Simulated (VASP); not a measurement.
Hg, 2 atoms in the cell. It takes space group P6_3/mmc (No. 194, hexagonal). Conventional cell: a = 3.185 Å, b = 3.185 Å, c = 5.762 Å, α = 90.00°, β = 90.00°, γ = 120.00°. Within 4.2 Å of Hg (site symmetry -6m2) lie 12 Hg at 3.18 to 3.42 Å. 

```yaml
Program: VASP 6.6.1
Task: single point
Functional: PBE
Dispersion: D3(BJ)
Potentials_or_basis: VASP PAW PBE potentials, release 64 (Hg)
Cutoff: 520 eV
k_mesh: 15 × 15 × 8
Occupations: gaussian, width 0.15 eV
Spin: no spin polarisation
Dipole_correction: no
Further_INCAR_settings: ALGO = Fast; EDIFF = 1e-06; NBANDS = 19
```

Potentials or basis: VASP PAW PBE potentials, release 64 (Hg).

The run is started by

```bash
$ cat potpaw_PBE.64/Hg/POTCAR > POTCAR
$ mpirun -np 1 vasp_std > vasp.out
```

Hardware: 1 thread of Intel(R) Xeon(R) 6975P-C (Granite Rapids) (shared host).

**Question.** How long does it take, and how much memory?

**Answer.** It took 29 s on 1 thread of Intel(R) Xeon(R) 6975P-C (Granite Rapids), on a shared host, peak memory 0.25 GiB. Counts: scf iterations 11, k points 135.
